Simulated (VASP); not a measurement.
A run of VASP 6.6.1 is set up as follows.

File POSCAR:

```
Pb
1.0
    3.4800000000      0.0000000000      0.0000000000
   -1.7400000000      3.0137684052      0.0000000000
    0.0000000000      0.0000000000      5.5900000000
Pb
2
Direct
    0.3333333333      0.6666666667      0.2500000000
    0.6666666667      0.3333333333      0.7500000000
```

INCAR.step1

```
SYSTEM = Pb
ALGO = Normal
EDIFF = 1E-4
ENCUT = 520
GGA = PE
ISMEAR = 0
LASPH = .True.
LCHARG = .False.
LREAL = .False.
LWAVE = .True.
NBANDS = 21
NELM = 100
PREC = Accurate
SIGMA = 0.1
```

File INCAR.step2:

```
SYSTEM = Pb
ALGO = Normal
EDIFF = 1E-7
ENCUT = 520
ISIF = 2
ISMEAR = 0
ISTART = 1
LASPH = .True.
LCHARG = .True.
LELF = .True.
LMIXTAU = .True.
LREAL = .False.
LVHAR = .True.
LWAVE = .False.
METAGGA = R2SCAN
NBANDS = 21
NELM = 100
PREC = Accurate
SIGMA = 0.1
```

Contents of KPOINTS:

```
k-points
0
Gamma
  6 6 4
  0 0 0
```

Potentials or basis: VASP PAW PBE potentials, release 64 (Pb_d).

Launch:

```sh
$ cat potpaw_PBE.64/Pb_d/POTCAR > POTCAR
$ cp INCAR.step1 INCAR
$ mpirun -np 1 vasp_std > vasp.out
$ cp INCAR.step2 INCAR
$ mpirun -np 1 vasp_std > vasp.out
```

What does it give for the band gap on the k mesh?

Zero (bands 14 and 15 overlap by 7.75 eV).

Estimate the pressure.

3.3 GPa.

Stress tensor (GPa, compression positive):
```
4.00 0.00 0.00
0.00 4.00 0.00
0.00 0.00 1.91
```

Caveat: the cell stands under pressure; the PAW data sets were made with another functional, which shifts forces and pressure a little; spin-orbit coupling is left out, which moves the levels of the heavy elements.
